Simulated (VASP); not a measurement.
# Hf2Tl3Ag (P-4m2) in VASP: single point with PBE

Aim: the single point of Hf2Tl3Ag with PBE.

Program: VASP 6.6.1. These are calculated values, not measurements. Logs are shortened: lines on timing, memory, paths and dates and some standing lists are left out, and cuts for length are marked.

## 1. The cell of the first run

The structure is tetragonal, space group P-4m2 (No. 115). Conventional cell: a = 4.027 Å, b = 4.027 Å, c = 8.826 Å, α = 90.00°, β = 90.00°, γ = 90.00°. Tl (site symmetry -4m2) has 4 Ag at 2.85 Å and 4 Hf at 3.09 Å and 8 Tl at 3.93 to 4.03 Å within 4.1 Å. Tl (site symmetry 2mm) has 5 Hf at 3.03 to 3.11 Å and 10 Tl at 3.53 to 4.03 Å and 2 Ag at 3.93 Å within 4.1 Å. Within 4.1 Å of Ag (site symmetry -4m2) lie 8 Tl at 2.85 to 3.93 Å and 4 Hf at 3.09 Å and 4 Ag at 4.03 Å. Within 4.1 Å of Hf (site symmetry 2mm) lie 7 Tl at 3.03 to 3.11 Å and 2 Ag at 3.09 Å and 4 Hf at 4.03 Å.

## 2. Single point, PBE

The input, POSCAR:

```
Hf2Tl3Ag
1.0
    4.0270870000      0.0000000000      0.0000000000
    0.0000000000      4.0270870000      0.0000000000
    0.0000000000      0.0000000000      8.8258890000
Tl Ag Hf
3 1 2
Direct
    0.5000000000      0.5000000000      0.0000000000
    0.0000000000      0.5000000000      0.3820000000
    0.5000000000      0.0000000000      0.6180000000
    0.0000000000      0.0000000000      0.0000000000
    0.0000000000      0.5000000000      0.7340000000
    0.5000000000      0.0000000000      0.2660000000
```

The input, INCAR.step1:

```
SYSTEM = Hf2Tl3Ag
ALGO = Normal
EDIFF = 1E-6
ENCUT = 520
GGA = PE
ISIF = 2
ISMEAR = -1
LASPH = .TRUE.
LCHARG = .TRUE.
LMAXMIX = 4
LREAL = .FALSE.
LWAVE = .FALSE.
NBANDS = 44
NELM = 60
PREC = Accurate
SIGMA = 0.1
```

The input, KPOINTS.step1:

```
k-points
0
G
  8 8 4
  0 0 0
```

The input, INCAR.step2:

```
SYSTEM = Hf2Tl3Ag
ALGO = Normal
EDIFF = 1E-6
ENCUT = 520
GGA = PE
ICHARG = 11
ISIF = 2
ISMEAR = -5
LASPH = .TRUE.
LCHARG = .FALSE.
LMAXMIX = 4
LORBIT = 11
LREAL = .FALSE.
LWAVE = .FALSE.
NEDOS = 1001
NELM = 60
PREC = Accurate
SIGMA = 0.1
```

The input, KPOINTS.step2:

```
k-points
0
G
  12 12 6
  0 0 0
```

Potentials or basis: VASP PAW PBE potentials, release 64 (Tl_d, Ag, Hf_pv).

Launch:

```
$ cat potpaw_PBE.64/Tl_d/POTCAR potpaw_PBE.64/Ag/POTCAR potpaw_PBE.64/Hf_pv/POTCAR > POTCAR
$ cp INCAR.step1 INCAR
$ cp KPOINTS.step1 KPOINTS
$ mpirun -np 1 vasp_std > vasp.out
$ cp INCAR.step2 INCAR
$ cp KPOINTS.step2 KPOINTS
$ mpirun -np 1 vasp_std > vasp.out
```

OUTCAR:

```text
SYSTEM = Hf2Tl3Ag
   EDIFF = 1E-6
   ENCUT = 520
   GGA = PE
   ICHARG = 11
   ISIF = 2
   ISMEAR = -5
   LASPH = .TRUE.
   LORBIT = 11
   LREAL = .FALSE.
   NELM = 60
   PREC = Accurate

 ion  position               nearest neighbor table
   1  0.500  0.500  0.000-   4 2.85   4 2.85   4 2.85   4 2.85   6 3.09   6 3.09   5 3.09   5 3.09
                             2 3.93   3 3.93   3 3.93   2 3.93
   2  0.000  0.500  0.382-   6 3.03   6 3.03   6 3.03   6 3.03   5 3.11   3 3.53   3 3.53   3 3.53
                             3 3.53   1 3.93   1 3.93
   3  0.500  0.000  0.618-   5 3.03   5 3.03   5 3.03   5 3.03   6 3.11   2 3.53   2 3.53   2 3.53
                             2 3.53   1 3.93   1 3.93
   4  0.000  0.000  0.000-   1 2.85   1 2.85   1 2.85   1 2.85   5 3.09   6 3.09   6 3.09   5 3.09

   5  0.000  0.500  0.734-   3 3.03   3 3.03   3 3.03   3 3.03   4 3.09   1 3.09   4 3.09   1 3.09
                             2 3.11
   6  0.500  0.000  0.266-   2 3.03   2 3.03   2 3.03   2 3.03   1 3.09   4 3.09   4 3.09   1 3.09
                             3 3.11

  LATTYP: Found a simple tetragonal cell.
 ALAT       =     4.0270870000
 C/A-ratio  =     2.1916310723

  Lattice vectors:

 A1 = (   4.0270870000,   0.0000000000,   0.0000000000)
 A2 = (   0.0000000000,   4.0270870000,   0.0000000000)
 A3 = (   0.0000000000,   0.0000000000,   8.8258890000)

Analysis of symmetry for initial positions (statically):
=====================================================================
 Subroutine PRICEL returns:
 Original cell was already a primitive cell.

 Routine SETGRP: Setting up the symmetry group for a
 simple tetragonal supercell.

 Subroutine GETGRP returns: Found  8 space group operations
 (whereof  8 operations were pure point group operations)
 out of a pool of 16 trial point group operations.

The static configuration has the point symmetry D_2d.

Analysis of symmetry for dynamics (positions and initial velocities):
=====================================================================
 Subroutine PRICEL returns:
 Original cell was already a primitive cell.

 Routine SETGRP: Setting up the symmetry group for a
 simple tetragonal supercell.

 Subroutine GETGRP returns: Found  8 space group operations
 (whereof  8 operations were pure point group operations)
 out of a pool of 16 trial point group operations.

The dynamic configuration has the point symmetry D_2d.

 Subroutine INISYM returns: Found  8 space group operations
 (whereof  8 operations are pure point group operations),
 and found     1 'primitive' translations

----------------------------------------------------------------------------------------

                                     Primitive cell

  volume of cell :     143.1332

  direct lattice vectors                    reciprocal lattice vectors
     4.027087000  0.000000000  0.000000000     0.248318450  0.000000000  0.000000000
     0.000000000  4.027087000  0.000000000     0.000000000  0.248318450  0.000000000
     0.000000000  0.000000000  8.825889000     0.000000000  0.000000000  0.113303034

  length of vectors
     4.027087000  4.027087000  8.825889000     0.248318450  0.248318450  0.113303034

  position of ions in fractional coordinates (direct lattice)
     0.500000000  0.500000000  0.000000000
     0.000000000  0.500000000  0.382000000
     0.500000000  0.000000000  0.618000000
     0.000000000  0.000000000  0.000000000
     0.000000000  0.500000000  0.734000000
     0.500000000  0.000000000  0.266000000

  ion indices of the primitive-cell ions
   primitive index   ion index
                 1           1
                 2           2
                 3           3
                 4           4
                 5           5
                 6           6

----------------------------------------------------------------------------------------

 KPOINTS: k-points

Automatic generation of k-mesh.
 Grid dimensions read from file:
 generate k-points for:   12   12    6

 Generating k-lattice:

  Cartesian coordinates                     Fractional coordinates (reciprocal lattice)
     0.020693204  0.000000000  0.000000000     0.083333333  0.000000000  0.000000000
     0.000000000  0.020693204  0.000000000     0.000000000  0.083333333  0.000000000
     0.000000000  0.000000000  0.018883839     0.000000000  0.000000000  0.166666667

  Length of vectors
     0.020693204  0.020693204  0.018883839

  Shift w.r.t. Gamma in fractional coordinates (k-lattice)
     0.000000000  0.000000000  0.000000000

 TETIRR: Found   1296 inequivalent tetrahedra from     5184

 Subroutine IBZKPT returns following result:
 ===========================================

 Found    112 irreducible k-points:

 Following reciprocal coordinates:
            Coordinates               Weight
  0.000000  0.000000  0.000000      1.000000
  0.083333  0.000000  0.000000      4.000000
  0.166667  0.000000  0.000000      4.000000
  0.250000  0.000000  0.000000      4.000000
  0.333333  0.000000  0.000000      4.000000
  0.416667  0.000000  0.000000      4.000000
[... 16 lines left out ...]
  0.333333  0.333333  0.000000      4.000000
  0.416667  0.333333  0.000000      8.000000
 [... further k-points ...]
   k-points           NKPTS =    112   k-points in BZ     NKDIM =    112   number of bands    NBANDS=     42
   number of dos      NEDOS =   1001   number of ions     NIONS =      6
   total plane-waves  NPLWV =  63000
   dimension x,y,z NGX =    30 NGY =   30 NGZ =   70
   dimension x,y,z NGXF=    60 NGYF=   60 NGZF=  140
   ions per type =               3   1   2
   NGX,Y,Z   is equivalent  to a cutoff of  12.38, 12.38, 13.19 a.u.
   NGXF,Y,Z  is equivalent  to a cutoff of  24.77, 24.77, 26.37 a.u.
 SYSTEM =  Hf2Tl3Ag
   PREC   = accura    normal or accurate (medium, high low for compatibility)
   ISTART =      0    job   : 0-new  1-cont  2-samecut
   ICHARG =     11    charge: 1-file 2-atom 10-const
   ISPIN  =      1    spin polarized calculation?
   LNONCOLLINEAR =      F non collinear calculations
   LSORBIT =      F    spin-orbit coupling
   LASPH  =      T    aspherical Exc in radial PAW
   ENCUT  =  520.0 eV  38.22 Ry    6.18 a.u.   7.49  7.49 16.41*2*pi/ulx,y,z
   NELM   =     60;   NELMIN=  2; NELMDL=  0     # of ELM steps
   EDIFF  = 0.1E-05   stopping-criterion for ELM
   LREAL  =      F    real-space projection
   EDIFFG = 0.1E-04   stopping-criterion for IOM
   NSW    =      0    number of steps for IOM
   IBRION =     -1    ionic relax: 0-MD 1-quasi-New 2-CG
   NFREE  =      0    steps in history (QN), initial steepest desc. (CG)
   ISIF   =      2    stress and relaxation
   ISYM   =      2    0-nonsym 1-usesym 2-fastsym
   POTIM  = 0.5000    time-step for ionic-motion
   TEBEG  =    0.0;   TEEND  =   0.0 temperature during run
   PSTRESS=    0.0 pullay stress
   NELECT =      70.0000    total number of electrons
   NUPDOWN=      -1.0000    fix difference up-down
   EMIN   =  10.00;   EMAX   =-10.00  energy-range for DOS
   EFERMI =   0.00;   METHOD = LEGACY
   ISMEAR =    -5;   SIGMA  =   0.10  broadening in eV -4-tet -1-fermi 0-gaus
   EFERMI_NEDOS =   21; number of points for ismear=-14 and -15
   IALGO  =     38    algorithm
   IMIX   =      4    mixing-type and parameters
     AMIX     =   0.40;   BMIX     =  1.00
     AMIX_MAG =   1.60;   BMIX_MAG =  1.00
  volume/ion in A,a.u.               =      23.86       160.99
  Fermi-wavevector in a.u.,A,eV,Ry     =   1.289815  2.437397 22.634954  1.663622
  Thomas-Fermi vector in A             =   2.421685
   LORBIT       =     11    0 simple, 1 ext, 2 COOP (PROOUT), +10 PAW based schemes
   GGA     = PE    functional components
   LHFCALC =     F    Hartree Fock is set to
   AEXX    =    0.0000 exact exchange contribution
   IVDW    =     0    specifies the selected vdW correction
   LEPSILON=     F    determine dielectric tensor
   LRPA    =     F    only Hartree local field effects (RPA)
 non-spin polarized calculation
 Fermi weights with tetrahedron method with Bloechl corrections
  energy-cutoff  :      520.00
  volume of cell :      143.13
 maximum number of plane-waves:      3889
 NGX is ok and might be reduce to    30

 number of electron      70.0000005 magnetization

 Free energy of the ion-electron system (eV)
  ---------------------------------------------------
  ext. energy  EPLUGINS =         0.00000000
  ---------------------------------------------------
  free energy    TOTEN  =       -26.34194032 eV

  energy without entropy =      -26.34194032  energy(sigma->0) =      -26.34194032

 E-fermi :   6.6775     XC(G=0): -10.9518

 val. band max:        6.7236378008   @ k =   0.5000   0.0000   0.0000
 cond. band min:       6.6272361944   @ k =   0.2500   0.0000   0.5000
 fundamental gap:     -0.0964016065
 Fermi energy:         6.6774623272

 k-point     1 :       0.0000    0.0000    0.0000
  band No.  band energies     occupation
      1     -24.9636      2.00000
      2     -24.9590      2.00000
      3     -24.8633      2.00000
      4     -24.8633      2.00000
      5     -24.8452      2.00000
      6     -24.8452      2.00000
[... 34 lines left out ...]
     41       8.7302      0.00000
     42       8.7988      0.00000

 k-point     2 :       0.0833    0.0000    0.0000
  band No.  band energies     occupation
      1     -24.9633      2.00000
      2     -24.9589      2.00000
      3     -24.8656      2.00000
      4     -24.8632      2.00000
      5     -24.8475      2.00000
      6     -24.8451      2.00000
[... 979 lines left out ...]
     41       9.0777      0.00000
     42       9.8495      0.00000

 k-point    24 :       0.4167    0.3333    0.0000
  band No.  band energies     occupation
      1     -24.9565      2.00000
      2     -24.9559      2.00000
      3     -24.8919      2.00000
      4     -24.8854      2.00000
      5     -24.8747      2.00000
      6     -24.8679      2.00000
[... 34 lines left out ...]
     41       9.2090      0.00000
     42       9.4951      0.00000

 [... further k-points ...]

------------------------ aborting loop because EDIFF is reached ----------------------------------------

  FORCE on cell =-STRESS in cart. coord.  units (eV):
  Direction    XX          YY          ZZ          XY          YZ          ZX
  --------------------------------------------------------------------------------------
  -------------------------------------------------------------------------------------
  Total        2.6074661      2.6074661     -1.4625343      0.0000000      0.0000000     -0.0000000
  in kB       29.1869533     29.1869533    -16.3710359      0.0000000      0.0000000     -0.0000000
  external PRESSURE =      14.0009569 kB  Pullay stress =       0.0000000 kB

 VOLUME and BASIS-vectors are now :
 -----------------------------------------------------------------------------
  energy-cutoff  :      520.00
  volume of cell :      143.13
      direct lattice vectors                 reciprocal lattice vectors
     4.027087000  0.000000000  0.000000000     0.248318450  0.000000000  0.000000000
     0.000000000  4.027087000  0.000000000     0.000000000  0.248318450  0.000000000
     0.000000000  0.000000000  8.825889000     0.000000000  0.000000000  0.113303034

 POSITION                                       TOTAL-FORCE (eV/Angst)
 -----------------------------------------------------------------------------------
      2.01354      2.01354      0.00000         0.000000      0.000000      0.000000
      0.00000      2.01354      3.37149         0.000000     -0.000000     -0.106178
      2.01354      0.00000      5.45440         0.000000     -0.000000      0.106178
      0.00000      0.00000      0.00000         0.000000     -0.000000      0.000000
      0.00000      2.01354      6.47820        -0.000000     -0.000000      0.171376
      2.01354      0.00000      2.34769         0.000000     -0.000000     -0.171376
 -----------------------------------------------------------------------------------
    total drift:                                0.000000      0.000000     -0.000000

  FREE ENERGIE OF THE ION-ELECTRON SYSTEM (eV)
  ---------------------------------------------------
  free  energy   TOTEN  =       -26.3419403179 eV

  energy  without entropy=      -26.3419403179  energy(sigma->0) =      -26.34194032

 total charge

# of ion       s       p       d       tot
------------------------------------------
    1        1.074   0.679   9.630  11.383
    2        1.095   0.660   9.613  11.368
    3        1.095   0.660   9.613  11.368
    4        0.520   0.292   9.107   9.920
    5        0.326   6.259   1.445   8.029
    6        0.326   6.259   1.445   8.029
--------------------------------------------------
tot          4.435  14.809  40.853  60.097
```

Run time: 9.7 min. Hardware: 1 thread of Intel Xeon 8259CL, shared host; peak memory 0.65 GiB.

Results:

```yaml
Valence_electrons_inside_the_program's_atomic_spheres: Tl 11.38, 11.37 (each value once); Ag 9.92; Hf 8.03
```

Levels at points of the mesh, in eV from the Fermi level:
```
           k point  band 31  band 32  band 33  band 34  band 35  band 36  band 37  band 38  band 39  band 40
(0.00, 0.00, 0.00)    -1.61    -0.43    -0.39    -0.25    -0.25     1.17     1.17     1.53     1.53     2.05
(0.50, 0.00, 0.00)    -3.16    -3.10     0.03     0.05     0.07     0.12     0.73     1.28     1.36     1.61
(0.50, 0.50, 0.00)    -2.62    -2.10    -2.10    -1.25    -0.81    -0.56    -0.56    -0.06     0.01     0.23
(0.00, 0.00, 0.50)    -0.57    -0.37     0.03     0.03     0.07     0.21     0.21     1.33     2.06     2.11
(0.50, 0.00, 0.50)    -2.58    -2.02    -0.84    -0.27    -0.04    -0.01     0.61     0.77     1.51     1.76
(0.50, 0.50, 0.50)    -2.78    -2.64    -2.62    -1.30    -0.75     0.00     0.05     0.21     0.62     0.62
```

Caveat: spin-orbit coupling is left out, which moves the levels of the heavy elements.
